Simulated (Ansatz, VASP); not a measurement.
Two plane-wave programs on GaAs

File POSCAR:

```
GaAs
1.0
    0.0000000000      2.8112703396      2.8516095966
    2.8112703396      0.0000000000      2.8516095966
    2.8112703396      2.8112703396      0.0000000000
Ga As
1 1
Direct
    0.0000000000      0.0000000000      0.0000000000
    0.2500000000      0.2500000000      0.2500000000
```

Contents of INCAR.step1:

```
SYSTEM = GaAs
PREC     = Accurate       ! precision mode
ENCUT    = 520            ! plane-wave cutoff, eV
ISMEAR   = 0              ! smearing method
SIGMA    = 0.01           ! smearing width, eV
LREAL    = .False.        ! projectors in reciprocal space
LASPH    = .True.         ! aspherical terms in the spheres
NELM     = 100            ! most SCF steps
NBANDS   = 16             ! bands
GGA      = PE             ! functional
ALGO     = Normal         ! electronic algorithm
EDIFF    = 1E-4           ! SCF threshold, eV
LWAVE    = .True.         ! write WAVECAR
LCHARG   = .False.        ! write CHGCAR
```

File INCAR.step2:

```
SYSTEM = GaAs
PREC     = Accurate       ! precision mode
ENCUT    = 520            ! plane-wave cutoff, eV
EDIFF    = 1E-6           ! SCF threshold, eV
ISMEAR   = 0              ! smearing method
SIGMA    = 0.01           ! smearing width, eV
LREAL    = .False.        ! projectors in reciprocal space
LASPH    = .True.         ! aspherical terms in the spheres
NELM     = 100            ! most SCF steps
ALGO     = Normal         ! electronic algorithm
ISIF     = 2              ! what is computed and relaxed
LWAVE    = .False.        ! write WAVECAR
LCHARG   = .False.        ! write CHGCAR
METAGGA  = R2SCAN         ! meta-GGA
LMIXTAU  = .True.       
NBANDS   = 16             ! bands
ISTART   = 1
```

KPOINTS

```
regular mesh
0
Gamma
  8 8 8
  0 0 0
```

Input for Ansatz:

```yaml
crystal:
  lattice:
    - [0.0, 2.8112703396, 2.8516095966]
    - [2.8112703396, 0.0, 2.8516095966]
    - [2.8112703396, 2.8112703396, 0.0]
  atoms:
    - { symbol: Ga, position: [0.0, 0.0, 0.0] }
    - { symbol: As, position: [0.25, 0.25, 0.25] }
kpoints:
  mp_grid: { grid: [8, 8, 8] }
  band_path:
    path:
      - [0.0, 0.0, 0.0]
      - [-0.5, -0.5, 0.0]
      - [-0.375, -0.375, 0.25]
      - [-0.375, 0.0, 0.375]
      - [0.0, 0.0, 0.5]
      - [-0.5, -0.25, 0.25]
    npoints: 1
hamiltonian:
  xc: r2scan
scf:
  occupations: { method: fixed }
  n_extra_bands: 4
output:
  forces: true
  stress: true
  eigenvalues: true
```

Change from the starting cell: epitaxial_xy strain -0.8%.

Alike in both runs: task single point; functional r2SCAN; k mesh 8 × 8 × 8; no spin polarisation.

```csv
,VASP,Ansatz
version,VASP 6.6.1,Ansatz 0.2.0
potentials or method,"VASP PAW PBE potentials, release 64 (Ga_d, As)","plane waves, PAW"
plane-wave cutoff (eV),520,500
occupations,"gaussian, width 0.01 eV",fixed
valence electrons in the cell,18,28
```

Ansatz gave:

- gap on the k mesh at the Fermi level (eV): 1.00
- pressure (GPa): 0.7
- traceless stress, the component that is largest in VASP (GPa): -0.66

Question: Estimate VASP's values.

Answer: gap on the k mesh at the Fermi level (eV): 0.98; pressure (GPa): 0.8; traceless stress, the component that is largest in VASP (GPa): -0.66.

VASP's potentials were made for PBE, not for r2SCAN. VASP's potentials hold 18 valence electrons a cell and Ansatz's 28, so a difference there can come from the potentials and not from the codes.
